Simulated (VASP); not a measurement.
# Ir in VASP: notebook

The runs below take Ir through electric field gradients, with PBEsol.

Everything below comes from runs of VASP 6.6.1. Logs are shortened: lines on timing, memory, paths and dates and some standing lists are left out, and cuts for length are marked.

## Step 1: The cell of the first run

Symmetry: R-3m, No. 166, trigonal system. Conventional cell: a = 2.742 Å, b = 2.742 Å, c = 6.517 Å, α = 90.00°, β = 90.00°, γ = 120.00°. Within 3.5 Å of Ir (site symmetry -3m) lie 12 Ir at 2.69 to 2.74 Å.

## Step 2: Electric field gradients, PBEsol (equal xy, yz and zx shear strains of -2 %)

The input, INCAR:

```
PREC     = Accurate       # precision mode
ENCUT    = 520            # plane-wave cutoff, eV
EDIFF    = 1E-8           # SCF threshold, eV
ISMEAR   = -1             # smearing method
SIGMA    = 0.05           # smearing width, eV
LREAL    = False          # projectors in reciprocal space
LASPH    = True           # aspherical terms in the spheres
NELM     = 60             # most SCF steps
ALGO     = Normal         # electronic algorithm
ISIF     = 2              # what is computed and relaxed
LWAVE    = False          # write WAVECAR
LCHARG   = False          # write CHGCAR
GGA      = PS             # functional
LEFG     = True         
NBANDS   = 10             # bands
```

The input, KPOINTS:

```
regular mesh
0
Gamma
  15 15 15
```

The input, POSCAR:

```
Ir
1.0
   -0.0383940000      1.9005030000      1.9005030000
    1.9005030000     -0.0383940000      1.9005030000
    1.9005030000      1.9005030000     -0.0383940000
Ir
1
Direct
    0.0000000000      0.0000000000      0.0000000000
```

Potentials or basis: VASP PAW PBE potentials, release 64 (Ir).

Started as:

```sh
cat potpaw_PBE.64/Ir/POTCAR > POTCAR
mpirun -np 1 vasp_std > vasp.out
```

OUTCAR:

```text
PREC = Accurate
   ENCUT = 520
   EDIFF = 1E-8
   ISMEAR = -1
   LREAL = False
   LASPH = True
   NELM = 60
   ISIF = 2
   GGA = PS

 ion  position               nearest neighbor table
   1  0.000  0.000  0.000-

  LATTYP: Found a trigonal (rhomboedric) cell.
 ALAT       =     2.6879913328
 COS(alpha) =     0.4797000918

  Lattice vectors:

 A1 = (  -0.0383940000,   1.9005030000,   1.9005030000)
 A2 = (   1.9005030000,  -0.0383940000,   1.9005030000)
 A3 = (   1.9005030000,   1.9005030000,  -0.0383940000)

Analysis of symmetry for initial positions (statically):
=====================================================================
 Subroutine PRICEL returns:
 Original cell was already a primitive cell.

 Routine SETGRP: Setting up the symmetry group for a
 trigonal (rhombohedral) supercell.

 Subroutine GETGRP returns: Found 12 space group operations
 (whereof 12 operations were pure point group operations)
 out of a pool of 12 trial point group operations.

The static configuration has the point symmetry D_3d.

Analysis of symmetry for dynamics (positions and initial velocities):
=====================================================================
 Subroutine PRICEL returns:
 Original cell was already a primitive cell.

 Routine SETGRP: Setting up the symmetry group for a
 trigonal (rhombohedral) supercell.

 Subroutine GETGRP returns: Found 12 space group operations
 (whereof 12 operations were pure point group operations)
 out of a pool of 12 trial point group operations.

The dynamic configuration has the point symmetry D_3d.

 Subroutine INISYM returns: Found 12 space group operations
 (whereof 12 operations are pure point group operations),
 and found     1 'primitive' translations

----------------------------------------------------------------------------------------

                                     Primitive cell

  volume of cell :      14.1449

  direct lattice vectors                    reciprocal lattice vectors
    -0.038394000  1.900503000  1.900503000    -0.255247163  0.260509991  0.260509991
     1.900503000 -0.038394000  1.900503000     0.260509991 -0.255247163  0.260509991
     1.900503000  1.900503000 -0.038394000     0.260509991  0.260509991 -0.255247163

  length of vectors
     2.687991333  2.687991333  2.687991333     0.448198645  0.448198645  0.448198645

  position of ions in fractional coordinates (direct lattice)
     0.000000000  0.000000000  0.000000000

  ion indices of the primitive-cell ions
   primitive index   ion index
                 1           1

----------------------------------------------------------------------------------------

 KPOINTS: regular mesh

Automatic generation of k-mesh.
 Grid dimensions read from file:
 generate k-points for:   15   15   15

 Generating k-lattice:

  Cartesian coordinates                     Fractional coordinates (reciprocal lattice)
    -0.017016478  0.017367333  0.017367333     0.066666667 -0.000000000 -0.000000000
     0.017367333 -0.017016478  0.017367333    -0.000000000  0.066666667 -0.000000000
     0.017367333  0.017367333 -0.017016478    -0.000000000 -0.000000000  0.066666667

  Length of vectors
     0.029879910  0.029879910  0.029879910

  Shift w.r.t. Gamma in fractional coordinates (k-lattice)
     0.000000000  0.000000000  0.000000000

 Subroutine IBZKPT returns following result:
 ===========================================

 Found    344 irreducible k-points:

 Following reciprocal coordinates:
            Coordinates               Weight
  0.000000  0.000000  0.000000      1.000000
  0.066667 -0.000000 -0.000000      6.000000
  0.133333  0.000000  0.000000      6.000000
  0.200000  0.000000  0.000000      6.000000
  0.266667  0.000000  0.000000      6.000000
  0.333333 -0.000000 -0.000000      6.000000
[... 16 lines left out ...]
  0.133333  0.133333  0.000000      6.000000
  0.200000  0.133333  0.000000     12.000000
 [... further k-points ...]
   k-points           NKPTS =    344   k-points in BZ     NKDIM =    344   number of bands    NBANDS=     10
   number of dos      NEDOS =    301   number of ions     NIONS =      1
   total plane-waves  NPLWV =   8000
   dimension x,y,z NGX =    20 NGY =   20 NGZ =   20
   dimension x,y,z NGXF=    40 NGYF=   40 NGZF=   40
   ions per type =               1
   NGX,Y,Z   is equivalent  to a cutoff of  12.37, 12.37, 12.37 a.u.
   NGXF,Y,Z  is equivalent  to a cutoff of  24.74, 24.74, 24.74 a.u.
 SYSTEM =  unknown system
   PREC   = accura    normal or accurate (medium, high low for compatibility)
   ISTART =      0    job   : 0-new  1-cont  2-samecut
   ICHARG =      2    charge: 1-file 2-atom 10-const
   ISPIN  =      1    spin polarized calculation?
   LNONCOLLINEAR =      F non collinear calculations
   LSORBIT =      F    spin-orbit coupling
   LASPH  =      T    aspherical Exc in radial PAW
   ENCUT  =  520.0 eV  38.22 Ry    6.18 a.u.   5.00  5.00  5.00*2*pi/ulx,y,z
   NELM   =     60;   NELMIN=  2; NELMDL= -5     # of ELM steps
   EDIFF  = 0.1E-07   stopping-criterion for ELM
   LREAL  =      F    real-space projection
   EDIFFG = 0.1E-06   stopping-criterion for IOM
   NSW    =      0    number of steps for IOM
   IBRION =     -1    ionic relax: 0-MD 1-quasi-New 2-CG
   NFREE  =      0    steps in history (QN), initial steepest desc. (CG)
   ISIF   =      2    stress and relaxation
   ISYM   =      2    0-nonsym 1-usesym 2-fastsym
   POTIM  = 0.5000    time-step for ionic-motion
   TEBEG  =    0.0;   TEEND  =   0.0 temperature during run
   PSTRESS=    0.0 pullay stress
   NELECT =       9.0000    total number of electrons
   NUPDOWN=      -1.0000    fix difference up-down
   EMIN   =  10.00;   EMAX   =-10.00  energy-range for DOS
   EFERMI =   0.00;   METHOD = LEGACY
   ISMEAR =    -1;   SIGMA  =   0.05  broadening in eV -4-tet -1-fermi 0-gaus
   EFERMI_NEDOS =   21; number of points for ismear=-14 and -15
   IALGO  =     38    algorithm
   IMIX   =      4    mixing-type and parameters
     AMIX     =   0.40;   BMIX     =  1.00
     AMIX_MAG =   1.60;   BMIX_MAG =  1.00
  volume/ion in A,a.u.               =      14.14        95.45
  Fermi-wavevector in a.u.,A,eV,Ry     =   1.408065  2.660857 26.975550  1.982647
  Thomas-Fermi vector in A             =   2.530261
   LORBIT       =      0    0 simple, 1 ext, 2 COOP (PROOUT), +10 PAW based schemes
   GGA     = PS    functional components
   LHFCALC =     F    Hartree Fock is set to
   AEXX    =    0.0000 exact exchange contribution
   IVDW    =     0    specifies the selected vdW correction
   LEPSILON=     F    determine dielectric tensor
   LRPA    =     F    only Hartree local field effects (RPA)
 non-spin polarized calculation
  energy-cutoff  :      520.00
  volume of cell :       14.14
 maximum number of plane-waves:       390
   NGX =  9   NGY =  9   NGZ =  9

 number of electron       8.9999999 magnetization

 Free energy of the ion-electron system (eV)
  ---------------------------------------------------
  ext. energy  EPLUGINS =         0.00000000
  ---------------------------------------------------
  free energy    TOTEN  =        -9.81432394 eV

  energy without entropy =       -9.80682772  energy(sigma->0) =       -9.81057583

 E-fermi :  10.2922     XC(G=0): -14.1019

 val. band max:       10.2814122514   @ k =   0.3333   0.0667   0.0000
 cond. band min:      10.3111413635   @ k =   0.3333   0.2667   0.2000
 fundamental gap:      0.0297291122
 Fermi energy:        10.2921565590

 k-point     1 :       0.0000    0.0000    0.0000
  band No.  band energies     occupation
      1      -0.9430      2.00000
      2       6.1694      2.00000
      3       6.1694      2.00000
      4       6.6616      2.00000
      5       9.0774      2.00000
      6       9.0774      2.00000
      7      24.5566      0.00000
      8      29.8288      0.00000
      9      29.8288      0.00000
     10      30.8204      0.00000

 k-point     2 :       0.0667   -0.0000   -0.0000
  band No.  band energies     occupation
      1      -0.7488      2.00000
      2       6.0961      2.00000
      3       6.2402      2.00000
      4       6.7250      2.00000
      5       9.0273      2.00000
      6       9.0301      2.00000
      7      24.8874      0.00000
      8      28.9331      0.00000
      9      30.1613      0.00000
     10      31.0479      0.00000
[... 274 lines left out ...]
 k-point    24 :       0.2000    0.1333    0.0000
  band No.  band energies     occupation
      1       0.7054      2.00000
      2       5.2714      2.00000
      3       6.9623      2.00000
      4       7.3996      2.00000
      5       8.0347      2.00000
      6       9.5439      2.00000
      7      27.1813      0.00000
      8      27.2968      0.00000
      9      30.6908      0.00000
     10      30.7735      0.00000

 [... further k-points ...]
[... 5 lines left out ...]
  --------------------------------------------------------------------------------------
  -------------------------------------------------------------------------------------
  Total       -0.1112933     -0.1112933     -0.1112933      0.4856992      0.4856992      0.4856992
  in kB      -12.6061009    -12.6061009    -12.6061009     55.0147359     55.0147359     55.0147359
  external PRESSURE =     -12.6061009 kB  Pullay stress =       0.0000000 kB

 VOLUME and BASIS-vectors are now :
 -----------------------------------------------------------------------------
  energy-cutoff  :      520.00
  volume of cell :       14.14
      direct lattice vectors                 reciprocal lattice vectors
    -0.038394000  1.900503000  1.900503000    -0.255247163  0.260509991  0.260509991
     1.900503000 -0.038394000  1.900503000     0.260509991 -0.255247163  0.260509991
     1.900503000  1.900503000 -0.038394000     0.260509991  0.260509991 -0.255247163

 POSITION                                       TOTAL-FORCE (eV/Angst)
 -----------------------------------------------------------------------------------
      0.00000      0.00000      0.00000        -0.000000     -0.000000     -0.000000
 -----------------------------------------------------------------------------------
    total drift:                                0.000000     -0.000000     -0.000000

  FREE ENERGIE OF THE ION-ELECTRON SYSTEM (eV)
  ---------------------------------------------------
  free  energy   TOTEN  =        -9.8143239439 eV

  energy  without entropy=       -9.8068277174  energy(sigma->0) =       -9.81057583

 Electric field gradients (V/A^2)
---------------------------------------------------------------------
 ion       V_xx      V_yy      V_zz      V_xy      V_xz      V_yz
---------------------------------------------------------------------
   1      -0.000     0.000    -0.000   -24.193   -24.193   -24.193
---------------------------------------------------------------------

 Electric field gradients after diagonalization (V/A^2)
 (convention: |V_zz| > |V_xx| > |V_yy|)
----------------------------------------------------------------------
 ion       V_xx      V_yy      V_zz     asymmetry (V_yy - V_xx)/ V_zz
----------------------------------------------------------------------
   1      24.193    24.193   -48.385       0.000
----------------------------------------------------------------------

           NMR quadrupolar parameters

 Cq : quadrupolar parameter    Cq=e*Q*V_zz/h
 eta: asymmetry parameters     (V_yy - V_xx)/ V_zz
 Q  : nuclear electric quadrupole moment in mb (millibarn)
----------------------------------------------------------------------
 ion       Cq(MHz)       eta       Q (mb)
----------------------------------------------------------------------
   1      -0.117       0.000       1.000
----------------------------------------------------------------------
```

It took 17 s on 1 thread of Intel Xeon 6975P-C (Granite Rapids), shared host; peak memory 0.17 GiB.

Results:

```
Free energy : -9.8143 eV
Pressure    : -1.3 GPa
```

Electric field gradients, principal values (V/Å²):
| atom | least | middle | greatest (by size) |
| --- | --- | --- | --- |
| 1 Ir | 24.193 | 24.193 | -48.385 |

Caveat: the cell differs from its parent crystal (equal xy, yz and zx shear strains of -2 %); without QUAD_EFG the Cq values of the log hold for a quadrupole moment of 1 mb, not for the nuclei; the PAW data sets were made with another functional, which shifts forces and pressure a little; spin-orbit coupling is left out, which moves the levels of the heavy elements.

[end of part 1 of 3]
